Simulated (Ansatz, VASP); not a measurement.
**GePt in VASP and in Ansatz**

```
CELL_PARAMETERS angstrom
3.19140 0.00000 0.00000
0.00000 3.19140 0.00000
0.00000 0.00000 3.19140
ATOMIC_POSITIONS crystal
Ge 0.00000 0.00000 0.00000
Pt 0.50000 0.50000 0.50000
```

Change from the starting cell: species swapped into the HoIr type (Pm-3m, No. 221).

Alike in both runs: functional PBE; k mesh 6 × 6 × 6; occupations gaussian, width 0.2 eV; no spin polarisation.

Ansatz relaxed the structure, and its values are those at the end. VASP's run is a single point on that final structure, the one shown.

|  | VASP | Ansatz |
| --- | --- | --- |
| version | VASP 6.6.1 | Ansatz 0.2.0 |
| potentials or method | VASP PAW PBE potentials, release 64 (Ge_d, Pt), cutoff 500 eV | scalar-relativistic, plane waves, PAW |
| valence electrons in the cell | 24 | 32 |

VASP gave:

```
gap on the k mesh at the Fermi level (eV) : none
pressure (GPa)                            : 0.3
```

Which values does Ansatz return?

gap on the k mesh at the Fermi level (eV): none; pressure (GPa): 0.4.

A gap of «none» marks a metal or a gap that the smearing closes. VASP's potentials hold 24 valence electrons a cell and Ansatz's 32, so a difference there can come from the potentials and not from the codes.

Spin-orbit coupling is off throughout.
